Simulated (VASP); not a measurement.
# Cr (P6_3/mmc) in VASP: single point with PBE

Aim: the single point of Cr with PBE.

Program: VASP 6.6.1. These are calculated values, not measurements. Logs are shortened: lines on timing, memory, paths and dates and some standing lists are left out, and cuts for length are marked.

**1. The cell of the first run**

It takes space group P6_3/mmc (No. 194, hexagonal). The conventional cell has a = 2.714 Å, b = 2.714 Å, c = 4.410 Å, α = 90.00°, β = 90.00°, γ = 120.00°. Within 3.6 Å of Cr (site symmetry -6m2) lie 12 Cr at 2.71 Å.

This isn't the form of Cr at room conditions, which is bcc.

**2. Single point, PBE, collinear spin, antiferromagnetic start**

The input, INCAR:

```
SYSTEM = Cr
  PREC = Accurate
  ENCUT = 520
  EDIFF = 1E-6
  ISMEAR = -1
  SIGMA = 0.05
  LREAL = .False.
  LASPH = .True.
  NELM = 150
  ALGO = Normal
  ISIF = 2
  LWAVE = .False.
  LCHARG = .False.
  ISPIN = 2
  MAGMOM = 2.3 -2.3 -2.3 2.3
  LORBIT = 11
  LMAXMIX = 4
  GGA = PE
  NBANDS = 36
```

The input, KPOINTS:

```
Automatic mesh
0
Gamma
  6 10 6
  0 0 0
```

The input, POSCAR:

```
Cr
1.0
    0.0000000000      0.0000000000      4.4100000000
    2.7140000000      0.0000000000      0.0000000000
    0.0000000000      4.7007858918      0.0000000000
Cr
4
Direct
    0.2500000000      1.0000000000      0.3333333334
    0.2500000000      0.5000000000      0.8333333334
    0.7500000000      0.5000000000      0.1666666666
    0.7500000000      0.0000000000      0.6666666666
```

Potentials or basis: VASP PAW PBE potentials, release 64 (Cr_pv).

The run is started by

```sh
$ cat potpaw_PBE.64/Cr_pv/POTCAR > POTCAR
$ mpirun -np 1 vasp_std > vasp.out
```

OUTCAR:

```text
SYSTEM = Cr
   PREC = Accurate
   ENCUT = 520
   EDIFF = 1E-6
   ISMEAR = -1
   LREAL = .False.
   LASPH = .True.
   NELM = 150
   ISIF = 2
   ISPIN = 2
   LORBIT = 11
   GGA = PE

 ion  position               nearest neighbor table
   1  0.250  0.000  0.333-   4 2.71   4 2.71   3 2.71   3 2.71   3 2.71   3 2.71   2 2.71   2 2.71
                             2 2.71   2 2.71
   2  0.250  0.500  0.833-   3 2.71   3 2.71   4 2.71   4 2.71   4 2.71   4 2.71   1 2.71   1 2.71
                             1 2.71   1 2.71
   3  0.750  0.500  0.167-   2 2.71   2 2.71   1 2.71   1 2.71   1 2.71   1 2.71   4 2.71   4 2.71
                             4 2.71   4 2.71
   4  0.750  0.000  0.667-   1 2.71   1 2.71   2 2.71   2 2.71   2 2.71   2 2.71   3 2.71   3 2.71
                             3 2.71   3 2.71

  LATTYP: Found a simple orthorhombic cell.
 ALAT       =     2.7140000000
 B/A-ratio  =     1.6249078850
 C/A-ratio  =     1.7320508076

  Lattice vectors:

 A1 = (  -2.7140000000,   0.0000000000,   0.0000000000)
 A2 = (   0.0000000000,   0.0000000000,   4.4100000000)
 A3 = (   0.0000000000,   4.7007858918,   0.0000000000)

Analysis of symmetry for initial positions (statically):
=====================================================================
 Subroutine PRICEL returns following result:

  LATTYP: Found a hexagonal cell.
 ALAT       =     2.7140000000
 C/A-ratio  =     1.6249078850
[... 12 lines left out ...]
 Subroutine GETGRP returns: Found  8 space group operations
 (whereof  4 operations were pure point group operations)
 out of a pool of  8 trial point group operations.

The static configuration has the point symmetry C_2h.
 The point group associated with its full space group is D_2h.

Analysis of symmetry for dynamics (positions and initial velocities):
=====================================================================
 Subroutine PRICEL returns following result:

  LATTYP: Found a hexagonal cell.
 ALAT       =     2.7140000000
 C/A-ratio  =     1.6249078850
[... 12 lines left out ...]
 Subroutine GETGRP returns: Found  8 space group operations
 (whereof  4 operations were pure point group operations)
 out of a pool of  8 trial point group operations.

The dynamic configuration has the point symmetry C_2h.
 The point group associated with its full space group is D_2h.

Analysis of structural, dynamic, and magnetic symmetry:
=====================================================================
 Subroutine PRICEL returns following result:

  LATTYP: Found a hexagonal cell.
 ALAT       =     2.7140000000
 C/A-ratio  =     1.6249078850
[... 12 lines left out ...]
 Subroutine GETGRP returns: Found  8 space group operations
 (whereof  4 operations were pure point group operations)
 out of a pool of  8 trial point group operations.

The overall configuration has the point symmetry C_2h.
 The point group associated with its full space group is D_2h.

 Subroutine INISYM returns: Found  8 space group operations
 (whereof  4 operations are pure point group operations),
 and found     2 'primitive' translations

----------------------------------------------------------------------------------------

                                     Primitive cell

  volume of cell :      28.1312

  direct lattice vectors                    reciprocal lattice vectors
    -2.714000000  0.000000000  0.000000000    -0.368459838 -0.212730387  0.000000000
     1.357000000 -2.350392946  0.000000000    -0.000000000 -0.425460773  0.000000000
     0.000000000  0.000000000  4.410000000     0.000000000  0.000000000  0.226757370

  length of vectors
     2.714000000  2.714000000  4.410000000     0.425460773  0.425460773  0.226757370

  position of ions in fractional coordinates (direct lattice)
     0.666666667  0.333333333  0.250000000
     0.333333333  0.666666667  0.750000000

  ion indices of the primitive-cell ions
   primitive index   ion index
                 1           1
                 2           4

----------------------------------------------------------------------------------------

 KPOINTS: Automatic mesh

Automatic generation of k-mesh.
 Grid dimensions read from file:
 generate k-points for:    6   10    6

 Generating k-lattice:

  Cartesian coordinates                     Fractional coordinates (reciprocal lattice)
     0.000000000  0.000000000  0.037792895     0.166666667  0.000000000  0.000000000
     0.036845984  0.000000000  0.000000000     0.000000000  0.100000000  0.000000000
     0.000000000  0.035455064  0.000000000     0.000000000  0.000000000  0.166666667

  Length of vectors
     0.037792895  0.036845984  0.035455064

  Shift w.r.t. Gamma in fractional coordinates (k-lattice)
     0.000000000  0.000000000  0.000000000

 Subroutine IBZKPT returns following result:
 ===========================================

 Found     96 irreducible k-points:

 Following reciprocal coordinates:
            Coordinates               Weight
  0.000000  0.000000  0.000000      1.000000
  0.166667  0.000000  0.000000      2.000000
  0.333333  0.000000  0.000000      2.000000
  0.500000  0.000000  0.000000      1.000000
  0.000000  0.100000  0.000000      2.000000
  0.166667  0.100000  0.000000      4.000000
[... 16 lines left out ...]
  0.333333  0.500000  0.000000      2.000000
  0.500000  0.500000  0.000000      1.000000
 [... further k-points ...]
   k-points           NKPTS =     96   k-points in BZ     NKDIM =     96   number of bands    NBANDS=     36
   number of dos      NEDOS =    301   number of ions     NIONS =      4
   total plane-waves  NPLWV =  25920
   dimension x,y,z NGX =    36 NGY =   20 NGZ =   36
   dimension x,y,z NGXF=    72 NGYF=   40 NGZF=   72
   ions per type =               4
   NGX,Y,Z   is equivalent  to a cutoff of  13.57, 12.25, 12.73 a.u.
   NGXF,Y,Z  is equivalent  to a cutoff of  27.14, 24.50, 25.46 a.u.
 SYSTEM =  Cr
   PREC   = accura    normal or accurate (medium, high low for compatibility)
   ISTART =      0    job   : 0-new  1-cont  2-samecut
   ICHARG =      2    charge: 1-file 2-atom 10-const
   ISPIN  =      2    spin polarized calculation?
   LNONCOLLINEAR =      F non collinear calculations
   LSORBIT =      F    spin-orbit coupling
   LASPH  =      T    aspherical Exc in radial PAW
   ENCUT  =  520.0 eV  38.22 Ry    6.18 a.u.   8.20  5.05  8.74*2*pi/ulx,y,z
   NELM   =    150;   NELMIN=  2; NELMDL= -5     # of ELM steps
   EDIFF  = 0.1E-05   stopping-criterion for ELM
   LREAL  =      F    real-space projection
   EDIFFG = 0.1E-04   stopping-criterion for IOM
   NSW    =      0    number of steps for IOM
   IBRION =     -1    ionic relax: 0-MD 1-quasi-New 2-CG
   NFREE  =      0    steps in history (QN), initial steepest desc. (CG)
   ISIF   =      2    stress and relaxation
   ISYM   =      2    0-nonsym 1-usesym 2-fastsym
   POTIM  = 0.5000    time-step for ionic-motion
   TEBEG  =    0.0;   TEEND  =   0.0 temperature during run
   PSTRESS=    0.0 pullay stress
   NELECT =      48.0000    total number of electrons
   NUPDOWN=      -1.0000    fix difference up-down
   EMIN   =  10.00;   EMAX   =-10.00  energy-range for DOS
   EFERMI =   0.00;   METHOD = LEGACY
   ISMEAR =    -1;   SIGMA  =   0.05  broadening in eV -4-tet -1-fermi 0-gaus
   EFERMI_NEDOS =   21; number of points for ismear=-14 and -15
   IALGO  =     38    algorithm
   IMIX   =      4    mixing-type and parameters
     AMIX     =   0.40;   BMIX     =  1.00
     AMIX_MAG =   1.60;   BMIX_MAG =  1.00
  volume/ion in A,a.u.               =      14.07        94.92
  Fermi-wavevector in a.u.,A,eV,Ry     =   1.552681  2.934142 32.801180  2.410819
  Thomas-Fermi vector in A             =   2.657021
   LORBIT       =     11    0 simple, 1 ext, 2 COOP (PROOUT), +10 PAW based schemes
   GGA     = PE    functional components
   LHFCALC =     F    Hartree Fock is set to
   AEXX    =    0.0000 exact exchange contribution
   IVDW    =     0    specifies the selected vdW correction
   LEPSILON=     F    determine dielectric tensor
   LRPA    =     F    only Hartree local field effects (RPA)
 spin polarized calculation
  energy-cutoff  :      520.00
  volume of cell :       56.26
 maximum number of plane-waves:      1540
 NGX is ok and might be reduce to    36
   NGX = 17   NGY = 11   NGZ = 17

 number of electron      48.0000016 magnetization      -0.0000000

 number of electron      48.0000016 magnetization       0.0000000

 Free energy of the ion-electron system (eV)
  ---------------------------------------------------
  ext. energy  EPLUGINS =         0.00000000
  ---------------------------------------------------
  free energy    TOTEN  =       -35.79792159 eV

  energy without entropy =      -35.74794297  energy(sigma->0) =      -35.77293228

 E-fermi :   8.5835     XC(G=0): -12.4641

 val. band max:        8.5746223105   @ k =   0.3333   0.2000   0.5000
 cond. band min:       8.5886701238   @ k =   0.5000   0.0000   0.0000
 fundamental gap:      0.0140478134
 Fermi energy:         8.5834692085

 spin component 1

 k-point     1 :       0.0000    0.0000    0.0000
  band No.  band energies     occupation
      1     -35.3397      1.00000
      2     -35.2893      1.00000
      3     -35.2156      1.00000
      4     -35.1665      1.00000
      5     -35.1289      1.00000
      6     -35.1033      1.00000
[... 925 lines left out ...]
     35      13.0919      0.00000
     36      13.0919      0.00000

 [... further k-points ...]

 spin component 2

 k-point     1 :       0.0000    0.0000    0.0000
  band No.  band energies     occupation
      1     -35.3397      1.00000
      2     -35.2893      1.00000
      3     -35.2156      1.00000
      4     -35.1665      1.00000
      5     -35.1289      1.00000
      6     -35.1033      1.00000
[... 925 lines left out ...]
     35      13.0919      0.00000
     36      13.0919      0.00000

 [... further k-points ...]

------------------------ aborting loop because EDIFF is reached ----------------------------------------

  FORCE on cell =-STRESS in cart. coord.  units (eV):
  Direction    XX          YY          ZZ          XY          YZ          ZX
  --------------------------------------------------------------------------------------
  -------------------------------------------------------------------------------------
  Total       -0.2333424     -5.7975637     -2.8203033      0.0000000      0.0000000      0.0000000
  in kB       -6.6448518   -165.0962495    -80.3133041      0.0000000      0.0000000      0.0000000
  external PRESSURE =     -84.0181352 kB  Pullay stress =       0.0000000 kB

 VOLUME and BASIS-vectors are now :
 -----------------------------------------------------------------------------
  energy-cutoff  :      520.00
  volume of cell :       56.26
      direct lattice vectors                 reciprocal lattice vectors
     0.000000000  0.000000000  4.410000000     0.000000000  0.000000000  0.226757370
     2.714000000  0.000000000  0.000000000     0.368459838  0.000000000  0.000000000
     0.000000000  4.700785892  0.000000000     0.000000000  0.212730387  0.000000000

 POSITION                                       TOTAL-FORCE (eV/Angst)
 -----------------------------------------------------------------------------------
      0.00000      1.56693      1.10250        -0.000000     -0.518815      0.000000
      1.35700      3.91732      1.10250        -0.000000     -0.518815      0.000000
      1.35700      0.78346      3.30750         0.000000      0.518815     -0.000000
      0.00000      3.13386      3.30750         0.000000      0.518815     -0.000000
 -----------------------------------------------------------------------------------
    total drift:                               -0.000000      0.000000      0.000000

  FREE ENERGIE OF THE ION-ELECTRON SYSTEM (eV)
  ---------------------------------------------------
  free  energy   TOTEN  =       -35.7979215894 eV

  energy  without entropy=      -35.7479429687  energy(sigma->0) =      -35.77293228

 total charge

# of ion       s       p       d       tot
------------------------------------------
    1        0.383   6.277   4.078  10.737
    2        0.383   6.277   4.078  10.737
    3        0.383   6.277   4.078  10.737
    4        0.383   6.277   4.078  10.737
--------------------------------------------------
tot          1.530  25.108  16.312  42.950

 magnetization (x)

# of ion       s       p       d       tot
------------------------------------------
    1        0.042   0.031   2.324   2.397
    2       -0.042  -0.031  -2.324  -2.397
    3       -0.042  -0.031  -2.324  -2.397
    4        0.042   0.031   2.324   2.397
--------------------------------------------------
tot          0.000   0.000   0.000   0.000
```

Run time: 5.8 min. Hardware: 1 thread of Intel Xeon Platinum 8259CL at 2.50GHz (Skylake/Cascade Lake), shared host; peak memory 0.36 GiB.

Results:

```yaml
Free_energy: -35.7979 eV
Pressure: -8.4 GPa
Largest_force: 0.519 eV/Å
Band_gap_on_the_k_mesh: zero (filled and empty bands overlap)
Net_moment: 0.00 μB per cell
Site_moments: Cr +2.40, -2.40 (each value once) μB
Valence_electrons_inside_the_program's_atomic_spheres: Cr 10.74
```

Forces in eV/Å, atoms in the order of the input:
```
Cr   0.000 -0.519  0.000
Cr   0.000 -0.519  0.000
Cr   0.000  0.519  0.000
Cr   0.000  0.519  0.000
```

Levels at points of the mesh, in eV from the Fermi level:
Spin up:
```tsv
k point	band 20	band 21	band 22	band 23	band 24	band 25	band 26	band 27	band 28	band 29
(0.00, 0.00, 0.00)	-0.74	-0.67	-0.52	-0.32	-0.12	0.03	0.28	0.41	0.61	0.91
(0.50, 0.00, 0.00)	-1.05	-0.74	-0.74	0.01	0.01	0.16	0.16	0.98	0.98	1.61
(0.00, 0.50, 0.00)	-1.67	-1.38	-0.73	-0.70	0.17	0.23	0.56	0.68	1.24	1.87
(0.50, 0.50, 0.00)	-1.73	-1.10	-1.10	-0.33	-0.33	0.07	0.07	1.16	1.16	1.56
(0.00, 0.00, 0.50)	-0.85	-0.64	-0.28	-0.23	-0.19	-0.06	0.17	0.17	0.40	0.57
(0.50, 0.00, 0.50)	-1.48	-0.48	-0.48	-0.41	-0.41	0.02	0.02	0.08	0.08	1.66
(0.00, 0.50, 0.50)	-1.37	-1.28	-0.93	-0.57	0.52	0.55	0.74	1.58	1.60	1.74
(0.50, 0.50, 0.50)	-1.88	0.03	0.03	0.61	0.61	1.17	1.17	1.34	1.34	1.65
```
Spin down:
| k point | band 20 | band 21 | band 22 | band 23 | band 24 | band 25 | band 26 | band 27 | band 28 | band 29 |
| --- | --- | --- | --- | --- | --- | --- | --- | --- | --- | --- |
| (0.00, 0.00, 0.00) | -0.74 | -0.67 | -0.52 | -0.32 | -0.12 | 0.03 | 0.28 | 0.41 | 0.61 | 0.91 |
| (0.50, 0.00, 0.00) | -1.05 | -0.74 | -0.74 | 0.01 | 0.01 | 0.16 | 0.16 | 0.98 | 0.98 | 1.61 |
| (0.00, 0.50, 0.00) | -1.67 | -1.38 | -0.73 | -0.70 | 0.17 | 0.23 | 0.56 | 0.68 | 1.24 | 1.87 |
| (0.50, 0.50, 0.00) | -1.73 | -1.10 | -1.10 | -0.33 | -0.33 | 0.07 | 0.07 | 1.16 | 1.16 | 1.56 |
| (0.00, 0.00, 0.50) | -0.85 | -0.64 | -0.28 | -0.23 | -0.19 | -0.06 | 0.17 | 0.17 | 0.40 | 0.57 |
| (0.50, 0.00, 0.50) | -1.48 | -0.48 | -0.48 | -0.41 | -0.41 | 0.02 | 0.02 | 0.08 | 0.08 | 1.66 |
| (0.00, 0.50, 0.50) | -1.37 | -1.28 | -0.93 | -0.57 | 0.52 | 0.55 | 0.74 | 1.58 | 1.60 | 1.74 |
| (0.50, 0.50, 0.50) | -1.88 | 0.03 | 0.03 | 0.61 | 0.61 | 1.17 | 1.17 | 1.34 | 1.34 | 1.65 |

Caveat: the cell stands under tension.
